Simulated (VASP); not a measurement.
Write the native input for VASP 6.6.1 that does the following.

| Item | Value |
| --- | --- |
| Task | single point |
| Functional | BLYP |
| Potentials or basis | VASP PAW PBE potentials, release 64 (Ir_sv_GW) |
| Cutoff | 560 eV |
| k mesh | 16 × 16 × 16 |
| Occupations | fermi-dirac, width 0.1 eV |
| Spin | no spin polarisation |
| Dipole correction | no |
| Further INCAR settings | ALGO = Normal; EDIFF = 1e-06; NBANDS = 14 |

The structure of Ir lies in POSCAR:

```
Ir
1.0
   -1.5399005410      1.5399005410      1.5399005410
    1.5399005410     -1.5399005410      1.5399005410
    1.5399005410      1.5399005410     -1.5399005410
Ir
1
Direct
    0.0000000000      0.0000000000      0.0000000000
```

This isn't the form of Ir at room conditions, which is fcc.

The input as run:

INCAR

```
SYSTEM = Ir
AGGAC = 1.0
AGGAX = 1.0
ALDAC = 0.0
ALDAX = 1.0
ALGO = Normal
EDIFF = 1E-6
ENCUT = 560
GGA = B5
GGA_COMPAT = .FALSE.
ISIF = 2
ISMEAR = -1
LASPH = .TRUE.
LCHARG = .FALSE.
LREAL = .FALSE.
LWAVE = .FALSE.
NBANDS = 14
NELM = 120
PREC = Accurate
SIGMA = 0.1
```

KPOINTS

```
k-points
0
G
  16 16 16
  0 0 0
```

Potentials or basis: VASP PAW PBE potentials, release 64 (Ir_sv_GW).

Run with:

```sh
$ cat potpaw_PBE.64/Ir_sv_GW/POTCAR > POTCAR
$ mpirun -np 1 vasp_std > vasp.out
```

It gave:

* Pressure: 26.4 GPa
* Band gap on the k mesh: zero (an odd number of electrons rules out a gap without spin polarisation)

Caveat: the cell stands under pressure; the PAW data sets were made with another functional, which shifts forces and pressure a little; spin-orbit coupling is left out, which moves the levels of the heavy elements.

Wall time 15 s on 1 thread of Intel(R) Xeon(R) 6975P-C (Granite Rapids), with other jobs on the host, peak memory 0.17 GiB.
